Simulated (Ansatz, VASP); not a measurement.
**One calculation of Al2Cu3, two programs**

```
CELL_PARAMETERS angstrom
1.37010 0.79103 10.42273
-1.37010 0.79103 10.42273
0.00000 -1.58206 10.42273
ATOMIC_POSITIONS crystal
Al 0.20413 0.20413 0.20413
Al 0.79587 0.79587 0.79587
Cu 0.00000 0.00000 0.00000
Cu 0.60252 0.60252 0.60252
Cu 0.39748 0.39748 0.39748
```

Alike in both runs: functional PBE; k mesh 6 × 6 × 6; occupations gaussian, width 0.1 eV; no spin polarisation.

Ansatz relaxed the structure, and its values are those at the end. VASP's run is a single point on that final structure, the one shown.

|  | VASP | Ansatz |
| --- | --- | --- |
| version | VASP 6.6.1 | Ansatz 0.2.0 |
| potentials or method | VASP PAW PBE potentials, release 64 (Al, Cu), cutoff 520 eV | scalar-relativistic, plane waves, PAW |
| valence electrons in the cell | 39 | 63 |

|  | VASP | Ansatz | Ansatz less VASP |
| --- | --- | --- | --- |
| gap on the k mesh at the Fermi level (eV) | none | none | - |
| pressure (GPa) | 0.3 | 0.0 | -0.26 |
| rms of the force components (eV/Å) | 0.007 | 0.002 | -0.0047 |

A gap of «none» marks a metal or a gap that the smearing closes. VASP's potentials hold 39 valence electrons a cell and Ansatz's 63, so a difference there can come from the potentials and not from the codes.

The k mesh is coarse, so the values compare programs but aren't converged.
